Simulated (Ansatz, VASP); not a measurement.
## One calculation of Rh, two programs

File INCAR:

```
SYSTEM = Rh
PREC = Accurate ; ENCUT = 520
EDIFF = 1E-6 ; ISMEAR = 0
SIGMA = 0.15 ; LREAL = .False.
LASPH = .True. ; NELM = 60
ALGO = Fast ; ISIF = 2
LWAVE = .False. ; LCHARG = .False.
GGA = PE ; NBANDS = 22
```

File KPOINTS:

```
regular mesh
0
Gamma
  21 21 12
  0 0 0
```

The input POSCAR:

```
Rh
1.0
    2.6490496710      0.0000000000      0.0000000000
   -1.3245248355      2.2941443109      0.0000000000
    0.0000000000      0.0000000000      4.3620616650
Rh
2
Direct
    0.6666666667      0.3333333333      0.7500000000
    0.3333333333      0.6666666667      0.2500000000
```

Input for Ansatz:

```yaml
crystal:
  lattice:
    - [2.649049671, 0.0, 0.0]
    - [-1.3245248355, 2.2941443109, 0.0]
    - [0.0, 0.0, 4.362061665]
  atoms:
    - { symbol: Rh, position: [0.6666666667, 0.3333333333, 0.75] }
    - { symbol: Rh, position: [0.3333333333, 0.6666666667, 0.25] }
basis:
  ecutwfc: 420
kpoints:
  mp_grid: { grid: [21, 21, 12] }
hamiltonian:
  xc: pbe
scf:
  occupations: { method: gaussian, width: 0.15 }
output:
  forces: true
  stress: true
  eigenvalues: true
```

Change from the starting cell: strain -0.030 along x and y, -0.015 along z, atoms carried along.

Alike in both runs: task single point; functional PBE; k mesh 21 × 21 × 12; occupations gaussian, width 0.15 eV; no spin polarisation.

|  | VASP | Ansatz |
| --- | --- | --- |
| version | VASP 6.6.1 | Ansatz 0.2.0 |
| potentials or method | VASP PAW PBE potentials, release 64 (Rh_pv), cutoff 520 eV | scalar-relativistic, plane waves, PAW |
| valence electrons in the cell | 30 | 34 |

```tsv
	VASP	Ansatz	Ansatz less VASP
gap on the k mesh at the Fermi level (eV)	none	none	-
pressure (GPa)	18.7	18.5	-0.13
traceless stress, the component that is largest in VASP (GPa)	-4.25	-4.25	-0.005
```

A gap of «none» marks a metal or a gap that the smearing closes. The functional is the same, so the differences come from potentials, cutoffs and numerics. VASP's potentials hold 30 valence electrons a cell and Ansatz's 34, so a difference there can come from the potentials and not from the codes.
